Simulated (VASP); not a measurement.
The system is Hf2Si3N.

```
Hf Si N
1.0
     2.62579    1.51600    4.15546
    -2.62579    1.51600    4.15546
     0.00000   -3.03200    4.15546
Hf Si N
2 3 1
Direct
  0.62377 0.62377 0.62377
  0.37623 0.37623 0.37623
  0.00000 0.50000 0.00000
  0.50000 0.00000 0.00000
  0.00000 0.00000 0.50000
  0.00000 0.00000 0.00000
```

| Property | Result |
| --- | --- |
| Program | VASP 6.6.1 |
| Task | relaxation of cell and atoms |
| Functional | PBE |
| Potentials or basis | VASP PAW PBE potentials, release 64 (Hf_pv, Si, N) |
| Cutoff | 600 eV |
| k mesh | 6 × 6 × 6 |
| Occupations | gaussian, width 0.1 eV |
| Spin | no spin polarisation |

At the start: pressure -13.1 GPa; volume 16.54 Å³/atom.

Q: How do energy, volume and symmetry change on relaxing?

A: Over 23 steps the energy falls by 106.0 meV/atom and the volume is 14.82 Å³/atom (-10.4 %); space group R-3m (No. 166, to 0.05 Å).

Step by step:
| step | energy change (eV) | largest force (eV/Å) | pressure (GPa) | volume (Å³) |
| --- | --- | --- | --- | --- |
| 1 | 0.0000 | 0.1016 | -13.13 | 99.25 |
| 2 | -0.3258 | 0.2825 | 12.17 | 81.02 |
| 3 | -0.5541 | 0.2473 | -0.01 | 87.44 |
| 4 | -0.5539 | 0.2492 | 0.34 | 87.22 |
| 5 | -0.5592 | 0.1392 | 0.41 | 87.21 |
| 6 | -0.5648 | 0.0925 | 0.71 | 87.20 |
| 7 | -0.5693 | 0.0961 | 0.43 | 87.45 |
| 8 | -0.5820 | 0.1264 | -0.38 | 88.19 |
| 9 | -0.5974 | 0.2061 | -1.72 | 89.64 |
| 10 | -0.5636 | 0.5619 | -3.29 | 92.46 |
| 11 | -0.6006 | 0.2266 | -2.00 | 90.05 |
| 12 | -0.6007 | 0.3340 | -2.58 | 90.93 |
| 13 | -0.6020 | 0.2570 | -2.21 | 90.35 |
| 14 | -0.6050 | 0.2737 | -2.15 | 90.40 |
| 15 | -0.6111 | 0.3360 | -1.97 | 90.54 |
| 16 | -0.6057 | 0.4778 | -1.48 | 90.78 |
| 17 | -0.6121 | 0.3715 | -1.88 | 90.60 |
| 18 | -0.6159 | 0.3589 | -1.62 | 90.39 |
| 19 | -0.6247 | 0.3166 | -0.80 | 89.75 |
| 20 | -0.6308 | 0.2179 | 0.91 | 88.47 |
| 21 | -0.6309 | 0.2312 | 0.69 | 88.63 |
| 22 | -0.6329 | 0.1747 | 0.53 | 88.71 |
| 23 | -0.6358 | 0.0025 | 0.08 | 88.95 |

Final structure:
```cif
data_structure
_symmetry_space_group_name_H-M 'P 1'
_symmetry_Int_Tables_number 1
_cell_length_a 4.8041
_cell_length_b 4.8041
_cell_length_c 4.8041
_cell_angle_alpha 66.227
_cell_angle_beta 66.227
_cell_angle_gamma 66.227
_cell_volume 88.95
loop_
_atom_site_label
_atom_site_type_symbol
_atom_site_fract_x
_atom_site_fract_y
_atom_site_fract_z
_atom_site_occupancy
Hf1 Hf 0.63040 0.63040 0.63040 1
Hf2 Hf 0.36960 0.36960 0.36960 1
Si1 Si 0.00000 0.50000 0.00000 1
Si2 Si 0.50000 0.00000 0.00000 1
Si3 Si 0.00000 0.00000 0.50000 1
N1 N 0.00000 0.00000 0.00000 1
```
